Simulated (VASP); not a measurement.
# AlP in VASP: notebook

The runs below take AlP through relaxation of the atoms, with PBE.

Program: VASP 6.6.1. These are calculated values, not measurements. Logs are shortened: lines on timing, memory, paths and dates and some standing lists are left out, and cuts for length are marked.

**1. The cell of the first run**

Symmetry: I-4m2, No. 119, tetragonal system. The conventional cell has a = 3.833 Å, b = 3.833 Å, c = 5.528 Å, α = 90.00°, β = 90.00°, γ = 90.00°. Al (site symmetry -4m2) has 4 P at 2.36 Å within 3.1 Å. Within 3.1 Å of P (site symmetry -4m2) lie 4 Al at 2.36 Å.

**2. Relaxation of the atoms, PBE (z stretched by +2 %)**

Contents of INCAR:

```
SYSTEM = AlP
PREC = Accurate
ENCUT = 450
EDIFF = 1E-7
ISMEAR = -1
SIGMA = 0.02
LREAL = .FALSE.
LASPH = .TRUE.
NELM = 120
ALGO = Normal
ISIF = 2
LWAVE = .FALSE.
LCHARG = .FALSE.
GGA = PE
IBRION = 2
NSW = 80
EDIFFG = -0.02
GGA_COMPAT = .FALSE.
NELMIN = 4
```

Contents of KPOINTS:

```
Automatic mesh
0
G
  14 14 14
  0 0 0
```

Contents of POSCAR:

```
AlP
1.0
    0.0000000000      2.7100000000      2.7642000000
    2.7100000000      0.0000000000      2.7642000000
    2.7100000000      2.7100000000      0.0000000000
Al P
1 1
Direct
    0.0000000000      0.0000000000      0.0000000000
    0.2500000000      0.2500000000      0.2500000000
```

Potentials or basis: VASP PAW PBE potentials, release 64 (Al, P).

Launch:

```console
$ cat potpaw_PBE.64/Al/POTCAR potpaw_PBE.64/P/POTCAR > POTCAR
$ mpirun -np 1 vasp_std > vasp.out
```

OUTCAR:

```text
SYSTEM = AlP
   PREC = Accurate
   ENCUT = 450
   EDIFF = 1E-7
   ISMEAR = -1
   LREAL = .FALSE.
   LASPH = .TRUE.
   NELM = 120
   ISIF = 2
   GGA = PE
   IBRION = 2
   NSW = 80
   EDIFFG = -0.02
   NELMIN = 4

 ion  position               nearest neighbor table
   1  0.000  0.000  0.000-   2 2.36   2 2.36   2 2.36   2 2.36
   2  0.250  0.250  0.250-   1 2.36   1 2.36   1 2.36   1 2.36

  LATTYP: Found a body centered tetragonal cell.
 ALAT       =     3.8325187540
 C/A-ratio  =     1.4424978336

  Lattice vectors:

 A1 = (  -2.7100000000,   0.0000000000,   2.7642000000)
 A2 = (   2.7100000000,   0.0000000000,   2.7642000000)
 A3 = (   0.0000000000,   2.7100000000,  -2.7642000000)

Analysis of symmetry for initial positions (statically):
=====================================================================
 Subroutine PRICEL returns:
 Original cell was already a primitive cell.

 Routine SETGRP: Setting up the symmetry group for a
 body centered tetragonal supercell.

 Subroutine GETGRP returns: Found  8 space group operations
 (whereof  8 operations were pure point group operations)
 out of a pool of 16 trial point group operations.

The static configuration has the point symmetry D_2d.

Analysis of symmetry for dynamics (positions and initial velocities):
=====================================================================
 Subroutine PRICEL returns:
 Original cell was already a primitive cell.

 Routine SETGRP: Setting up the symmetry group for a
 body centered tetragonal supercell.

 Subroutine GETGRP returns: Found  8 space group operations
 (whereof  8 operations were pure point group operations)
 out of a pool of 16 trial point group operations.

The dynamic configuration has the point symmetry D_2d.

 Subroutine INISYM returns: Found  8 space group operations
 (whereof  8 operations are pure point group operations),
 and found     1 'primitive' translations

----------------------------------------------------------------------------------------

                                     Primitive cell

  volume of cell :      40.6011

  direct lattice vectors                    reciprocal lattice vectors
     0.000000000  2.710000000  2.764200000    -0.184501845  0.184501845  0.180884162
     2.710000000  0.000000000  2.764200000     0.184501845 -0.184501845  0.180884162
     2.710000000  2.710000000  0.000000000     0.184501845  0.184501845 -0.180884162

  length of vectors
     3.871033666  3.871033666  3.832518754     0.317491640  0.317491640  0.317491640

  position of ions in fractional coordinates (direct lattice)
     0.000000000  0.000000000  0.000000000
     0.250000000  0.250000000  0.250000000

  ion indices of the primitive-cell ions
   primitive index   ion index
                 1           1
                 2           2

----------------------------------------------------------------------------------------

 KPOINTS: Automatic mesh

Automatic generation of k-mesh.
 Grid dimensions read from file:
 generate k-points for:   14   14   14

 Generating k-lattice:

  Cartesian coordinates                     Fractional coordinates (reciprocal lattice)
    -0.013178703  0.013178703  0.012920297     0.071428571  0.000000000  0.000000000
     0.013178703 -0.013178703  0.012920297     0.000000000  0.071428571  0.000000000
     0.013178703  0.013178703 -0.012920297     0.000000000  0.000000000  0.071428571

  Length of vectors
     0.022677974  0.022677974  0.022677974

  Shift w.r.t. Gamma in fractional coordinates (k-lattice)
     0.000000000  0.000000000  0.000000000

 Subroutine IBZKPT returns following result:
 ===========================================

 Found    244 irreducible k-points:

 Following reciprocal coordinates:
            Coordinates               Weight
  0.000000  0.000000  0.000000      1.000000
  0.071429  0.000000  0.000000      8.000000
  0.142857  0.000000  0.000000      8.000000
  0.214286  0.000000  0.000000      8.000000
  0.285714  0.000000  0.000000      8.000000
  0.357143  0.000000  0.000000      8.000000
[... 16 lines left out ...]
  0.214286  0.142857  0.000000      8.000000
  0.285714  0.142857  0.000000      8.000000
 [... further k-points ...]
   k-points           NKPTS =    244   k-points in BZ     NKDIM =    244   number of bands    NBANDS=      8
   number of dos      NEDOS =    301   number of ions     NIONS =      2
   total plane-waves  NPLWV =  21952
   dimension x,y,z NGX =    28 NGY =   28 NGZ =   28
   dimension x,y,z NGXF=    56 NGYF=   56 NGZF=   56
   ions per type =               1   1
   NGX,Y,Z   is equivalent  to a cutoff of  12.02, 12.02, 12.15 a.u.
   NGXF,Y,Z  is equivalent  to a cutoff of  24.05, 24.05, 24.29 a.u.
 SYSTEM =  AlP
   PREC   = accura    normal or accurate (medium, high low for compatibility)
   ISTART =      0    job   : 0-new  1-cont  2-samecut
   ICHARG =      2    charge: 1-file 2-atom 10-const
   ISPIN  =      1    spin polarized calculation?
   LNONCOLLINEAR =      F non collinear calculations
   LSORBIT =      F    spin-orbit coupling
   LASPH  =      T    aspherical Exc in radial PAW
   ENCUT  =  450.0 eV  33.07 Ry    5.75 a.u.   6.70  6.70  6.63*2*pi/ulx,y,z
   NELM   =    120;   NELMIN=  4; NELMDL= -5     # of ELM steps
   EDIFF  = 0.1E-06   stopping-criterion for ELM
   LREAL  =      F    real-space projection
   EDIFFG = -.2E-01   stopping-criterion for IOM
   NSW    =     80    number of steps for IOM
   IBRION =      2    ionic relax: 0-MD 1-quasi-New 2-CG
   NFREE  =      1    steps in history (QN), initial steepest desc. (CG)
   ISIF   =      2    stress and relaxation
   ISYM   =      2    0-nonsym 1-usesym 2-fastsym
   POTIM  = 0.5000    time-step for ionic-motion
   TEBEG  =    0.0;   TEEND  =   0.0 temperature during run
   PSTRESS=    0.0 pullay stress
   NELECT =       8.0000    total number of electrons
   NUPDOWN=      -1.0000    fix difference up-down
   EMIN   =  10.00;   EMAX   =-10.00  energy-range for DOS
   EFERMI =   0.00;   METHOD = LEGACY
   ISMEAR =    -1;   SIGMA  =   0.02  broadening in eV -4-tet -1-fermi 0-gaus
   EFERMI_NEDOS =   21; number of points for ismear=-14 and -15
   IALGO  =     38    algorithm
   IMIX   =      4    mixing-type and parameters
     AMIX     =   0.40;   BMIX     =  1.00
     AMIX_MAG =   1.60;   BMIX_MAG =  1.00
  volume/ion in A,a.u.               =      20.30       136.99
  Fermi-wavevector in a.u.,A,eV,Ry     =   0.952633  1.800215 12.347410  0.907509
  Thomas-Fermi vector in A             =   2.081214
   LORBIT       =      0    0 simple, 1 ext, 2 COOP (PROOUT), +10 PAW based schemes
   GGA     = PE    functional components
   LHFCALC =     F    Hartree Fock is set to
   AEXX    =    0.0000 exact exchange contribution
   IVDW    =     0    specifies the selected vdW correction
   LEPSILON=     F    determine dielectric tensor
   LRPA    =     F    only Hartree local field effects (RPA)
 conjugate gradient relaxation of ions
 non-spin polarized calculation
  energy-cutoff  :      450.00
  volume of cell :       40.60
 maximum number of plane-waves:       909
   NGX = 13   NGY = 13   NGZ = 13

 number of electron       8.0000000 magnetization

 Free energy of the ion-electron system (eV)
  ---------------------------------------------------
  ext. energy  EPLUGINS =         0.00000000
  ---------------------------------------------------
  free energy    TOTEN  =       -10.36719308 eV

  energy without entropy =      -10.36719308  energy(sigma->0) =      -10.36719308

 E-fermi :   5.0282     XC(G=0):  -9.2184

 val. band max:        4.6337682459   @ k =   0.0000   0.0000   0.0000
 cond. band min:       6.1426077752   @ k =   0.5000   0.0000   0.5000
 fundamental gap:      1.5088395292
 Fermi energy:         5.0282056255

 k-point     1 :       0.0000    0.0000    0.0000
  band No.  band energies     occupation
      1      -6.9171      2.00000
      2       4.5365      2.00000
      3       4.6338      2.00000
      4       4.6338      2.00000
      5       7.9230      0.00000
      6       9.1602      0.00000
      7       9.1602      0.00000
      8       9.1838      0.00000

 k-point     2 :       0.0714    0.0000    0.0000
  band No.  band energies     occupation
      1      -6.8602      2.00000
      2       4.1150      2.00000
      3       4.5173      2.00000
      4       4.5846      2.00000
      5       8.2099      0.00000
      6       9.2388      0.00000
      7       9.2648      0.00000
      8       9.2995      0.00000

 k-point     3 :       0.1429    0.0000    0.0000
  band No.  band energies     occupation
      1      -6.6923      2.00000
      2       3.1029      2.00000
      3       4.3702      2.00000
      4       4.4580      2.00000
      5       8.3001      0.00000
      6       9.5131      0.00000
      7       9.5188      0.00000
      8       9.9395      0.00000

 k-point     4 :       0.2143    0.0000    0.0000
  band No.  band energies     occupation
      1      -6.4236      2.00000
      2       1.9754      2.00000
      3       4.1882      2.00000
      4       4.2980      2.00000
      5       8.0682      0.00000
      6       9.6986      0.00000
      7       9.7521      0.00000
      8      11.0093      0.00000

 k-point     5 :       0.2857    0.0000    0.0000
  band No.  band energies     occupation
      1      -6.0762      2.00000
      2       0.8992      2.00000
      3       4.0131      2.00000
      4       4.1442      2.00000
      5       7.8045      0.00000
      6       9.6778      0.00000
      7       9.7941      0.00000
      8      12.0462      0.00000
[... 177 lines left out ...]
 k-point    22 :       0.1429    0.1429    0.0000
  band No.  band energies     occupation
      1      -6.6238      2.00000
      2       3.1855      2.00000
      3       4.0630      2.00000
      4       4.0630      2.00000
      5       8.4471      0.00000
      6       9.1792      0.00000
      7      10.1543      0.00000
      8      10.1543      0.00000

 k-point    23 :       0.2143    0.1429    0.0000
  band No.  band energies     occupation
      1      -6.4278      2.00000
      2       2.4581      2.00000
      3       3.8460      2.00000
      4       3.8533      2.00000
      5       8.2963      0.00000
      6       9.3218      0.00000
      7      10.3992      0.00000
      8      10.5705      0.00000

 k-point    24 :       0.2857    0.1429    0.0000
  band No.  band energies     occupation
      1      -6.1390      2.00000
      2       1.5332      2.00000
      3       3.5811      2.00000
      4       3.6736      2.00000
      5       8.2561      0.00000
      6       9.5295      0.00000
      7      10.2498      0.00000
      8      10.8056      0.00000

 [... further k-points ...]
[... 5 lines left out ...]
  --------------------------------------------------------------------------------------
  -------------------------------------------------------------------------------------
  Total        0.7107034      0.7107034      0.3793675      0.0000000      0.0000000      0.0000000
  in kB       28.0453539     28.0453539     14.9703736      0.0000000      0.0000000      0.0000000
  external PRESSURE =      23.6870272 kB  Pullay stress =       0.0000000 kB

 VOLUME and BASIS-vectors are now :
 -----------------------------------------------------------------------------
  energy-cutoff  :      450.00
  volume of cell :       40.60
      direct lattice vectors                 reciprocal lattice vectors
     0.000000000  2.710000000  2.764200000    -0.184501845  0.184501845  0.180884162
     2.710000000  0.000000000  2.764200000     0.184501845 -0.184501845  0.180884162
     2.710000000  2.710000000  0.000000000     0.184501845  0.184501845 -0.180884162

 POSITION                                       TOTAL-FORCE (eV/Angst)
 -----------------------------------------------------------------------------------
      0.00000      0.00000      0.00000         0.000000      0.000000     -0.000000
      1.35500      1.35500      1.38210        -0.000000     -0.000000      0.000000
 -----------------------------------------------------------------------------------
    total drift:                               -0.000000     -0.000000      0.000000

  FREE ENERGIE OF THE ION-ELECTRON SYSTEM (eV)
  ---------------------------------------------------
  free  energy   TOTEN  =       -10.3671930795 eV

  energy  without entropy=      -10.3671930795  energy(sigma->0) =      -10.36719308

 reached required accuracy - stopping structural energy minimisation
```

It took 84 s on 1 thread of Intel Xeon 8259CL, shared host; peak memory 0.2 GiB.

What came out:

| Property | Result |
| --- | --- |
| Free energy | -10.3672 eV |
| Pressure after relaxing | 2.4 GPa |
| Band gap on the k mesh | 1.51 eV (least direct gap 3.29 eV) |

Stress tensor (GPa, compression positive):
```
2.80 0.00 0.00
0.00 2.80 0.00
0.00 0.00 1.50
```

Final structure:
```
CELL_PARAMETERS angstrom
0.00000 2.71000 2.76420
2.71000 0.00000 2.76420
2.71000 2.71000 0.00000
ATOMIC_POSITIONS crystal
Al 0.00000 0.00000 0.00000
P 0.25000 0.25000 0.25000
```

Levels at points of the mesh, in eV from the valence-band top:
```csv
k point,band 2,band 3,band 4,band 5,band 6,band 7
"(0.00, 0.00, 0.00)",-0.10,0.00,0.00,3.29,4.53,4.53
"(0.50, 0.00, 0.00)",-5.57,-0.88,-0.72,2.78,4.71,4.88
"(0.50, 0.50, 0.00)",-5.44,-2.05,-2.05,1.61,2.55,11.09
"(0.50, 0.00, 0.50)",-5.30,-2.19,-2.18,1.51,2.38,10.85
```

Caveat: the cell differs from its parent crystal (z stretched by +2 %).

[end of part 1 of 2]
